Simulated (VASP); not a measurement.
Input of a VASP 6.6.1 run:

The input INCAR:

```
SYSTEM = Be
ALGO     = Normal         ! electronic algorithm
EDIFF    = 1E-6           ! SCF threshold, eV
ENCUT    = 520            ! plane-wave cutoff, eV
GGA      = CA             ! functional
ISIF     = 2              ! what is computed and relaxed
ISMEAR   = -1             ! smearing method
LASPH    = .True.         ! aspherical terms in the spheres
LCHARG   = .False.        ! write CHGCAR
LREAL    = .False.        ! projectors in reciprocal space
LWAVE    = .False.        ! write WAVECAR
NBANDS   = 9              ! bands
NELM     = 100            ! most SCF steps
PREC     = Accurate       ! precision mode
SIGMA    = 0.1            ! smearing width, eV
```

The input KPOINTS:

```
k-points
0
Gamma
  16 16 9
  0 0 0
```

Contents of POSCAR:

```
Be
1.0
    2.2295160349      0.0000000000      0.0000000000
   -1.1147580175      1.9308175243      0.0000000000
    0.0000000000      0.0000000000      3.5083258361
Be
2
Direct
    0.3333333333      0.6666666667      0.2500000000
    0.6666666667      0.3333333333      0.7500000000
```

Potentials or basis: VASP PAW LDA potentials, release 64 (Be).

The run is started by

```console
$ cat potpaw_LDA.64/Be/POTCAR > POTCAR
$ mpirun -np 1 vasp_std > vasp.out
```

(1) What does it give for the band gap on the k mesh?

(2) What does it give for the pressure?

Results:

(1) zero (band 2 reaches 8.05 eV, above the bottom of band 3 at 6.47 eV).

(2) 0.4 GPa.
